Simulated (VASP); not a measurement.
Write the native input for VASP 6.6.1 that does the following.

```
Task                   : single point
Functional             : PBE
Potentials or basis    : VASP PAW PBE potentials, release 64 (Sr_sv, Fe, O)
Cutoff                 : 520 eV
k mesh                 : 6 × 6 × 4
Occupations            : gaussian, width 0.1 eV
Spin                   : collinear spin, ferromagnetic start
Starting moments       : [0.0, 4.0, 0.0, 0.0, 0.0, 0.0] μB
Dipole correction      : no
Further INCAR settings : ALGO = Normal; EDIFF = 1e-06; NBANDS = 34
```

The structure of SrFeO4 lies in POSCAR:

```
SrFeO4
1.0
    4.7532876000      0.0000000000      0.0000000000
   -2.3766438000      4.1164678200      0.0000000000
    0.0000000000      0.0000000000      3.8979764000
Sr Fe O
1 1 4
Direct
    0.0000000000      0.0000000000      0.0000000000
    0.3333333300      0.6666666700      0.0000000000
    0.6666666700      0.3333333300      0.0000000000
    0.4989508400      0.9979016800      0.5000000000
    0.0020983200      0.5010491600      0.5000000000
    0.4989508400      0.5010491600      0.5000000000
```

The input as run:

INCAR

```
SYSTEM = SrFeO4
PREC = Accurate
ENCUT = 520
EDIFF = 1E-6
ISMEAR = 0
SIGMA = 0.1
LREAL = .FALSE.
LASPH = .TRUE.
NELM = 150
ALGO = Normal
ISIF = 2
LWAVE = .FALSE.
LCHARG = .TRUE.
ISPIN = 2
MAGMOM = 0 4 0 0 0 0
LORBIT = 11
LMAXMIX = 4
GGA = PE
LELF = .TRUE.
LVHAR = .TRUE.
NBANDS = 34
```

KPOINTS

```
regular mesh
0
G
  6 6 4
  0 0 0
```

Potentials or basis: VASP PAW PBE potentials, release 64 (Sr_sv, Fe, O).

Run with:

```bash
$ cat potpaw_PBE.64/Sr_sv/POTCAR potpaw_PBE.64/Fe/POTCAR potpaw_PBE.64/O/POTCAR > POTCAR
$ mpirun -np 1 vasp_std > vasp.out
```

Results of the run:

| Property | Result |
| --- | --- |
| Pressure | -8.7 GPa |
| Largest force | 1.432 eV/Å |
| Net moment | 3.67 μB per cell |
| Site moments | Sr +0.01; Fe +3.35; O -0.32, +0.18 μB |
| Valence electrons inside the program's atomic spheres | Sr 7.99; Fe 6.56; O 4.75, 4.73 |

Caveat: the k points lie up to 0.40 Å⁻¹ apart; a cell with one magnetic atom can't hold antiferromagnetic order, which such compounds often take; forces of over 1 eV/Å act on the atoms, so gaps and moduli don't describe the material at rest.

Wall time 3.9 min on 1 thread of Intel Xeon 6975P-C, with other jobs on the host, peak memory 0.28 GiB.
